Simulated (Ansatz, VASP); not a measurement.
Co: VASP beside Ansatz

```
Co
1.0
    -1.38440    1.38440    1.38440
     1.38440   -1.38440    1.38440
     1.38440    1.38440   -1.38440
Co
1
Direct
  0.00000 0.00000 0.00000
```

Alike in both runs: task single point; functional LDA; k mesh 18 × 18 × 18; occupations fermi-dirac, width 0.1 eV; no spin polarisation.

|  | VASP | Ansatz |
| --- | --- | --- |
| version | VASP 6.6.1 | Ansatz 0.2.0 |
| potentials or method | VASP PAW LDA potentials, release 64 (Co), cutoff 520 eV | plane waves (420 eV) with PAW, scalar-relativistic |
| valence electrons in the cell | 9 | 17 |

```csv
,VASP,Ansatz,Ansatz less VASP
pressure (GPa),-19.2,-18.8,+0.43
```

Ansatz warns that its potentials were made for another functional, while VASP's fit it. LDA's correlation is that of Perdew and Zunger in VASP and of Perdew and Wang (1992) in Ansatz. VASP's potentials hold 9 valence electrons a cell and Ansatz's 17, so a difference there can come from the potentials and not from the codes.
